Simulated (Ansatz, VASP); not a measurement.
**TaRe in VASP and in Ansatz**

```xyz
2
Lattice="1.5963 -2.2893 0.0000 1.5963 2.2893 0.0000 0.0000 0.0000 4.4441" Properties=species:S:1:pos:R:3 pbc="T T T"
Ta    1.5963    0.0000    2.2220
Re    0.0000    0.0000    0.0000
```

Alike in both runs: task single point; functional LDA; k mesh 6 × 6 × 4; occupations gaussian, width 0.1 eV; no spin polarisation.

|  | VASP | Ansatz |
| --- | --- | --- |
| version | VASP 6.6.1 | Ansatz 0.2.0 |
| potentials or method | VASP PAW LDA potentials, release 64 (Ta_pv, Re), cutoff 600 eV | scalar-relativistic, plane waves, PAW |
| valence electrons in the cell | 18 | 28 |

|  | VASP | Ansatz | Ansatz less VASP |
| --- | --- | --- | --- |
| gap on the k mesh at the Fermi level (eV) | none | none | - |
| pressure (GPa) | -10.4 | -11.4 | -1.02 |
| traceless stress, the component that is largest in VASP (GPa) | -3.46 | -3.29 | +0.171 |

LDA's correlation is that of Perdew and Zunger in VASP and of Perdew and Wang (1992) in Ansatz. A gap of «none» marks a metal or a gap that the smearing closes. VASP's potentials hold 18 valence electrons a cell and Ansatz's 28, so a difference there can come from the potentials and not from the codes.

The k mesh is coarse, so the values compare programs but aren't converged. Spin-orbit coupling is off throughout.
